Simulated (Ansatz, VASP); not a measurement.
**As in VASP and in Ansatz**

```xyz
2
Lattice="1.9111 1.1034 3.5378 -1.9111 1.1034 3.5378 0.0000 -2.2067 3.5378" Properties=species:S:1:pos:R:3 pbc="T T T"
As    0.0000    0.0000    2.4048
As    0.0000    0.0000    8.2085
```

Alike in both runs: functional PBE; k mesh 6 × 6 × 6; occupations gaussian, width 0.1 eV; no spin polarisation.

Ansatz relaxed the structure, and its values are those at the end. VASP's run is a single point on that final structure, the one shown.

```csv
,VASP,Ansatz
version,VASP 6.6.1,Ansatz 0.2.0
potentials or method,"VASP PAW PBE potentials, release 64 (As), cutoff 520 eV","scalar-relativistic, plane waves, PAW"
valence electrons in the cell,10,30
```

VASP gave:

* gap on the k mesh at the Fermi level (eV): none
* pressure (GPa): 0.4
* rms of the force components (eV/Å): 0.027

What did Ansatz give for the same quantities?

gap on the k mesh at the Fermi level (eV): none; pressure (GPa): 0.2; rms of the force components (eV/Å): 0.000.

A gap of «none» marks a metal or a gap that the smearing closes. VASP's potentials hold 10 valence electrons a cell and Ansatz's 30, so a difference there can come from the potentials and not from the codes.
